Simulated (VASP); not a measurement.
# RbSi6 (P1) in VASP: relaxation of cell and atoms with PBE

Aim: the relaxation of cell and atoms of RbSi6 with PBE.

Program: VASP 6.6.1. These are calculated values, not measurements. Logs are shortened: lines on timing, memory, paths and dates and some standing lists are left out, and cuts for length are marked.

## (1) The cell of the first run

The typed cell holds 7 atoms: a = 6.053 Å, b = 5.919 Å, c = 5.854 Å, α = 110.13°, β = 109.20°, γ = 110.53°.

## (2) Relaxation of cell and atoms, PBE

The input, INCAR:

```
SYSTEM = RbSi6
PREC = Accurate
ENCUT = 600
EDIFF = 1E-6
ISMEAR = 0
SIGMA = 0.2
LREAL = .False.
LASPH = .True.
NELM = 60
ALGO = Normal
ISIF = 3
LWAVE = .False.
LCHARG = .False.
GGA = PE
IBRION = 2
NSW = 80
EDIFFG = -0.025
```

The input, KPOINTS:

```
regular mesh
0
Gamma
  4 4 4
  0 0 0
```

The input, POSCAR:

```
RbSi6
1.0
   -3.4795729145      3.5349541243      3.4690253584
    3.3976677488     -3.5001679240      3.3523339924
    3.3423594478      3.3629544574     -3.4342391581
Rb Si
1 6
Direct
   -0.0050998924     -0.0036669194     -0.0308830193
    0.7419755118      0.2866604207      0.5260379774
    0.2371012437      0.7224939074      0.4804575685
    0.5215906420      0.2636890991      0.7595953431
    0.7515389115      0.4990108115      0.2398263271
    0.5138060891      0.7421751067      0.2595297611
    0.2390874943      0.4896375741      0.7654360420
```

Potentials or basis: VASP PAW PBE potentials, release 64 (Rb_sv, Si).

The run is started by

```sh
$ cat potpaw_PBE.64/Rb_sv/POTCAR potpaw_PBE.64/Si/POTCAR > POTCAR
$ mpirun -np 1 vasp_std > vasp.out
```

OUTCAR:

```text
SYSTEM = RbSi6
   PREC = Accurate
   ENCUT = 600
   EDIFF = 1E-6
   ISMEAR = 0
   LREAL = .False.
   LASPH = .True.
   NELM = 60
   ISIF = 3
   GGA = PE
   IBRION = 2
   NSW = 80
   EDIFFG = -0.025

 ion  position               nearest neighbor table
   1  0.995  0.996  0.969-   2 3.48   7 3.56   6 3.56   5 3.64   3 3.66   4 3.72   6 3.72   3 3.77
                             2 3.79   7 3.80   4 3.80   4 3.81   5 3.84   3 3.85   5 3.86   2 3.88
   2  0.742  0.287  0.526-   4 2.21   5 2.42   7 2.45   6 2.59   1 3.48   1 3.79   1 3.88   1 4.15

   3  0.237  0.722  0.480-   5 2.37   6 2.43   7 2.50   4 2.56   1 3.66   1 3.77   1 3.85   1 3.98

   4  0.522  0.264  0.760-   2 2.21   5 2.27   7 2.51   3 2.56   1 3.72   1 3.80   1 3.81   1 3.97

   5  0.752  0.499  0.240-   4 2.27   6 2.37   3 2.37   2 2.42   1 3.64   1 3.84   1 3.86   1 3.88

   6  0.514  0.742  0.260-   7 2.34   5 2.37   3 2.43   2 2.59   1 3.56   1 3.72   1 3.95   1 4.07

   7  0.239  0.490  0.765-   6 2.34   2 2.45   3 2.50   4 2.51   1 3.56   1 3.80   1 3.94   1 3.96

  LATTYP: Found a triclinic cell.
 ALAT       =     9.4502046427
 B/A-ratio  =     0.6138143527
 C/A-ratio  =     1.0213643915
 COS(alpha) =     0.0027119916
 COS(beta)  =     0.5081883158
 COS(gamma) =     0.8088591933

  Lattice vectors:

 A1 = (  -6.6028137299,  -6.7606951151,   0.0471189654)
 A2 = (  -3.2604542821,  -3.3977406577,  -3.3871201927)
 A3 = (   0.0553083010,  -6.8631223814,   6.7865731505)

Analysis of symmetry for initial positions (statically):
=====================================================================
 Subroutine PRICEL returns:
 Original cell was already a primitive cell.

 Routine SETGRP: Setting up the symmetry group for a
 triclinic supercell.

 Subroutine GETGRP returns: Found  1 space group operations
 (whereof  1 operations were pure point group operations)
 out of a pool of  2 trial point group operations.

The static configuration has the point symmetry C_1 .

Analysis of symmetry for dynamics (positions and initial velocities):
=====================================================================
 Subroutine PRICEL returns:
 Original cell was already a primitive cell.

 Routine SETGRP: Setting up the symmetry group for a
 triclinic supercell.

 Subroutine GETGRP returns: Found  1 space group operations
 (whereof  1 operations were pure point group operations)
 out of a pool of  2 trial point group operations.

The dynamic configuration has the point symmetry C_1 .

 Subroutine INISYM returns: Found  1 space group operations
 (whereof  1 operations are pure point group operations),
 and found     1 'primitive' translations

----------------------------------------------------------------------------------------

                                     Primitive cell

  volume of cell :     158.4786

  direct lattice vectors                    reciprocal lattice vectors
    -3.479572914  3.534954124  3.469025358     0.004711470  0.144329328  0.145918896
     3.397667749 -3.500167924  3.352333992     0.150216201  0.002239772  0.148390595
     3.342359448  3.362954457 -3.434239158     0.151392802  0.147977628  0.001063171

  length of vectors
     6.052889002  5.918907401  5.854470767     0.205293636  0.211162715  0.211703304

  position of ions in fractional coordinates (direct lattice)
     0.994900108  0.996333081  0.969116981
     0.741975512  0.286660421  0.526037977
     0.237101244  0.722493907  0.480457569
     0.521590642  0.263689099  0.759595343
     0.751538911  0.499010811  0.239826327
     0.513806089  0.742175107  0.259529761
     0.239087494  0.489637574  0.765436042

  ion indices of the primitive-cell ions
   primitive index   ion index
                 1           1
                 2           2
                 3           3
                 4           4
                 5           5
                 6           6
                 7           7

----------------------------------------------------------------------------------------

 KPOINTS: regular mesh

Automatic generation of k-mesh.
 Grid dimensions read from file:
 generate k-points for:    4    4    4

 Generating k-lattice:

  Cartesian coordinates                     Fractional coordinates (reciprocal lattice)
     0.001177868  0.036082332  0.036479724     0.250000000  0.000000000  0.000000000
     0.037554050  0.000559943  0.037097649     0.000000000  0.250000000  0.000000000
     0.037848200  0.036994407  0.000265793    -0.000000000 -0.000000000  0.250000000

  Length of vectors
     0.051323409  0.052790679  0.052925826

  Shift w.r.t. Gamma in fractional coordinates (k-lattice)
     0.000000000  0.000000000  0.000000000

 Subroutine IBZKPT returns following result:
 ===========================================

 Found     36 irreducible k-points:

 Following reciprocal coordinates:
            Coordinates               Weight
  0.000000  0.000000  0.000000      1.000000
  0.250000  0.000000  0.000000      2.000000
  0.500000  0.000000  0.000000      1.000000
 -0.000000  0.250000  0.000000      2.000000
  0.250000  0.250000  0.000000      2.000000
  0.500000  0.250000  0.000000      2.000000
[... 16 lines left out ...]
  0.000000 -0.250000  0.250000      2.000000
  0.250000 -0.250000  0.250000      2.000000
 [... further k-points ...]
   k-points           NKPTS =     36   k-points in BZ     NKDIM =     36   number of bands    NBANDS=     20
   number of dos      NEDOS =    301   number of ions     NIONS =      7
   total plane-waves  NPLWV = 110592
   dimension x,y,z NGX =    48 NGY =   48 NGZ =   48
   dimension x,y,z NGXF=    96 NGYF=   96 NGZF=   96
   ions per type =               1   6
   NGX,Y,Z   is equivalent  to a cutoff of  13.18, 13.48, 13.63 a.u.
   NGXF,Y,Z  is equivalent  to a cutoff of  26.37, 26.96, 27.26 a.u.
 SYSTEM =  RbSi6
   PREC   = accura    normal or accurate (medium, high low for compatibility)
   ISTART =      0    job   : 0-new  1-cont  2-samecut
   ICHARG =      2    charge: 1-file 2-atom 10-const
   ISPIN  =      1    spin polarized calculation?
   LNONCOLLINEAR =      F non collinear calculations
   LSORBIT =      F    spin-orbit coupling
   LASPH  =      T    aspherical Exc in radial PAW
   ENCUT  =  600.0 eV  44.10 Ry    6.64 a.u.  12.09 11.82 11.69*2*pi/ulx,y,z
   NELM   =     60;   NELMIN=  2; NELMDL= -5     # of ELM steps
   EDIFF  = 0.1E-05   stopping-criterion for ELM
   LREAL  =      F    real-space projection
   EDIFFG = -.3E-01   stopping-criterion for IOM
   NSW    =     80    number of steps for IOM
   IBRION =      2    ionic relax: 0-MD 1-quasi-New 2-CG
   NFREE  =      1    steps in history (QN), initial steepest desc. (CG)
   ISIF   =      3    stress and relaxation
   ISYM   =      2    0-nonsym 1-usesym 2-fastsym
   POTIM  = 0.5000    time-step for ionic-motion
   TEBEG  =    0.0;   TEEND  =   0.0 temperature during run
   PSTRESS=    0.0 pullay stress
   NELECT =      33.0000    total number of electrons
   NUPDOWN=      -1.0000    fix difference up-down
   EMIN   =  10.00;   EMAX   =-10.00  energy-range for DOS
   EFERMI =   0.00;   METHOD = LEGACY
   ISMEAR =     0;   SIGMA  =   0.20  broadening in eV -4-tet -1-fermi 0-gaus
   EFERMI_NEDOS =   21; number of points for ismear=-14 and -15
   IALGO  =     38    algorithm
   IMIX   =      4    mixing-type and parameters
     AMIX     =   0.40;   BMIX     =  1.00
     AMIX_MAG =   1.60;   BMIX_MAG =  1.00
  volume/ion in A,a.u.               =      22.64       152.78
  Fermi-wavevector in a.u.,A,eV,Ry     =   0.970337  1.833671 12.810619  0.941554
  Thomas-Fermi vector in A             =   2.100464
   LORBIT       =      0    0 simple, 1 ext, 2 COOP (PROOUT), +10 PAW based schemes
   GGA     = PE    functional components
   LHFCALC =     F    Hartree Fock is set to
   AEXX    =    0.0000 exact exchange contribution
   IVDW    =     0    specifies the selected vdW correction
   LEPSILON=     F    determine dielectric tensor
   LRPA    =     F    only Hartree local field effects (RPA)
 conjugate gradient relaxation of ions
 non-spin polarized calculation
 Gauss-broadening in eV      SIGMA  =   0.20
  energy-cutoff  :      600.00
  volume of cell :      158.48
 maximum number of plane-waves:      5308
   NGX = 25   NGY = 23   NGZ = 23

--------------------------------------- Ionic step        1  -------------------------------------------

 number of electron      33.0000000 magnetization

 Free energy of the ion-electron system (eV)
  ---------------------------------------------------
  ext. energy  EPLUGINS =         0.00000000
  ---------------------------------------------------
  free energy    TOTEN  =       -32.60694675 eV

  energy without entropy =      -32.55544311  energy(sigma->0) =      -32.58119493

------------------------ aborting loop because EDIFF is reached ----------------------------------------

  FORCE on cell =-STRESS in cart. coord.  units (eV):
  Direction    XX          YY          ZZ          XY          YZ          ZX
  --------------------------------------------------------------------------------------
  -------------------------------------------------------------------------------------
  Total        2.1780178     -0.3465320     -0.0010268      1.8784851      0.4694530     -2.9133254
  in kB       22.0191932     -3.5033485     -0.0103804     18.9909952      4.7460475    -29.4529621
  external PRESSURE =       6.1684881 kB  Pullay stress =       0.0000000 kB
[... 104 lines left out ...]
  FREE ENERGIE OF THE ION-ELECTRON SYSTEM (eV)
  ---------------------------------------------------
  free  energy   TOTEN  =       -33.1372811097 eV

  energy  without entropy=      -33.0889832252  energy(sigma->0) =      -33.11313217

[... ionic steps 4 to 16 ...]

--------------------------------------- Ionic step       17  -------------------------------------------

 number of electron      33.0000002 magnetization

------------------------ aborting loop because EDIFF is reached ----------------------------------------
[... 77 lines left out ...]
--------------------------------------- Ionic step       19  -------------------------------------------

 number of electron      33.0000002 magnetization

 Free energy of the ion-electron system (eV)
  ---------------------------------------------------
  ext. energy  EPLUGINS =         0.00000000
  ---------------------------------------------------
  free energy    TOTEN  =       -33.27311089 eV

  energy without entropy =      -33.22261374  energy(sigma->0) =      -33.24786231

 E-fermi :   5.4919     XC(G=0):  -9.1344

 val. band max:        5.3273595631   @ k =   0.0000  -0.0000   0.5000
 cond. band min:       5.6506204241   @ k =   0.5000   0.2500   0.5000
 fundamental gap:      0.3232608610
 Fermi energy:         5.4918783273

 k-point     1 :       0.0000    0.0000    0.0000
  band No.  band energies     occupation
      1     -22.4101      2.00000
      2      -6.6955      2.00000
      3      -6.5719      2.00000
      4      -6.5718      2.00000
      5      -6.5717      2.00000
      6      -2.2600      2.00000
[... 541 lines left out ...]
     19       7.0177      0.00000
     20       7.5407      0.00000

 [... further k-points ...]

------------------------ aborting loop because EDIFF is reached ----------------------------------------

  FORCE on cell =-STRESS in cart. coord.  units (eV):
  Direction    XX          YY          ZZ          XY          YZ          ZX
  --------------------------------------------------------------------------------------
  -------------------------------------------------------------------------------------
  Total        0.0213328     -0.0191472      0.0139585      0.0168645     -0.0009599     -0.0239146
  in kB        0.2171269     -0.1948821      0.1420707      0.1716487     -0.0097694     -0.2434052
  external PRESSURE =       0.0547719 kB  Pullay stress =       0.0000000 kB
[... 22 lines left out ...]
  FREE ENERGIE OF THE ION-ELECTRON SYSTEM (eV)
  ---------------------------------------------------
  free  energy   TOTEN  =       -33.2731108915 eV

  energy  without entropy=      -33.2226137352  energy(sigma->0) =      -33.24786231

 reached required accuracy - stopping structural energy minimisation
```

Run time: 39 min. Hardware: 1 thread of Oxide Virtual Turin-like, shared host; peak memory 0.4 GiB.

Results:

```yaml
Free_energy: -33.2731 eV
Relaxed_volume: 22.49 Å³/atom
Relaxed_cell: a = 5.892 Å, b = 5.894 Å, c = 5.887 Å, α = 109.46°, β = 109.43°, γ = 109.51°
Space_group_after_relaxing_to_0.1_Å: Im-3m (No. 229)
Energy_gained_by_relaxing: 95.2 meV/atom
Ionic_steps: 19
Pressure_after_relaxing: 0.0 GPa
Largest_force_after_relaxing: 0.015 eV/Å
Band_gap_on_the_k_mesh: zero (an odd number of electrons rules out a gap without spin polarisation)
```

Forces in eV/Å, atoms in the order of the input:
```
Rb  -0.001 -0.003  0.000
Si  -0.007 -0.001 -0.002
Si  -0.001  0.008 -0.011
Si   0.008 -0.007 -0.005
Si   0.000  0.007  0.004
Si   0.005  0.005  0.013
Si  -0.004 -0.010  0.002
```

The path:
| step | energy change (eV) | largest force (eV/Å) | pressure (GPa) | volume (Å³) |
| --- | --- | --- | --- | --- |
| 1 | 0.0000 | 2.6172 | 0.62 | 158.48 |
| 2 | -0.5286 | 0.8767 | -1.18 | 160.38 |
| 3 | -0.5303 | 0.8802 | -1.21 | 160.49 |
| 4 | -0.5966 | 0.2977 | 0.26 | 156.66 |
| 5 | -0.5975 | 0.3222 | 0.47 | 156.17 |
| 6 | -0.6187 | 0.1983 | 0.10 | 156.99 |
| 7 | -0.6220 | 0.2802 | -0.09 | 157.47 |
| 8 | -0.6355 | 0.2254 | -0.11 | 157.58 |
| 9 | -0.6502 | 0.1702 | -0.18 | 157.82 |
| 10 | -0.6601 | 0.0816 | 0.09 | 157.19 |
| 11 | -0.6607 | 0.1370 | 0.19 | 156.99 |
| 12 | -0.6641 | 0.0764 | -0.07 | 157.59 |
| 13 | -0.6643 | 0.0683 | -0.16 | 157.81 |
| 14 | -0.6653 | 0.0387 | 0.05 | 157.29 |
| 15 | -0.6653 | 0.0393 | 0.05 | 157.31 |
| 16 | -0.6656 | 0.0252 | 0.00 | 157.42 |
| 17 | -0.6657 | 0.0347 | -0.03 | 157.50 |
| 18 | -0.6660 | 0.0252 | -0.02 | 157.47 |
| 19 | -0.6662 | 0.0149 | 0.01 | 157.41 |

Final structure:
```yaml
crystal:
  lattice:
    - [-3.40186, 3.40297, 3.40055]
    - [3.40375, -3.40356, 3.40095]
    - [3.39883, 3.40153, -3.39694]
  atoms:
    - { symbol: Rb, position: [0.00025, 0.00010, 0.00034] }
    - { symbol: Si, position: [0.75026, 0.24990, 0.49995] }
    - { symbol: Si, position: [0.24972, 0.75027, 0.49996] }
    - { symbol: Si, position: [0.50023, 0.25003, 0.74997] }
    - { symbol: Si, position: [0.74967, 0.50001, 0.24997] }
    - { symbol: Si, position: [0.49964, 0.74974, 0.24984] }
    - { symbol: Si, position: [0.25023, 0.49995, 0.74997] }
```
